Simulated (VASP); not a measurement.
Set up this calculation in VASP 6.6.1, as the native input.

```
Task                   : single point
Functional             : PBE
Potentials or basis    : VASP PAW PBE potentials, release 64 (As, Se)
Cutoff                 : 520 eV
k mesh                 : 8 × 8 × 8
Occupations            : gaussian, width 0.1 eV
Spin                   : no spin polarisation
Dipole correction      : no
Further INCAR settings : ALGO = Normal; EDIFF = 1e-06; NBANDS = 22
```

The structure of AsSe4 lies in POSCAR:

```
AsSe4
1.0
   -3.2233217277      3.2233217277      3.2233217277
    3.2233217277     -3.2233217277      3.2233217277
    3.2233217277      3.2233217277     -3.2233217277
As Se
1 4
Direct
    0.0000000000      0.0000000000      0.0000000000
    0.4310105026      0.4310105026      0.4310105026
    0.5689894974      0.0000000000      0.0000000000
    0.0000000000      0.0000000000      0.5689894974
    0.0000000000      0.5689894974      0.0000000000
```

The cell was generated, and may not be a known phase.

One way to write it, as run:

INCAR

```
ALGO = Normal
EDIFF = 1E-6
ENCUT = 520
GGA = PE
ISIF = 2
ISMEAR = 0
LASPH = T
LCHARG = F
LREAL = F
LWAVE = F
NBANDS = 22
NELM = 100
PREC = Accurate
SIGMA = 0.1
```

KPOINTS

```
k-points
0
Gamma
  8 8 8
```

Potentials or basis: VASP PAW PBE potentials, release 64 (As, Se).

The run is started by

```bash
$ cat potpaw_PBE.64/As/POTCAR potpaw_PBE.64/Se/POTCAR > POTCAR
$ mpirun -np 1 vasp_std > vasp.out
```

It gave:

```
Pressure               : 0.1 GPa
Largest force          : 0.023 eV/Å
Band gap on the k mesh : zero (an odd number of electrons rules out a gap without spin polarisation)
```

Wall time 59 s on 1 thread of Intel(R) Xeon(R) 6975P-C (Granite Rapids) (shared host), peak memory 0.28 GiB.
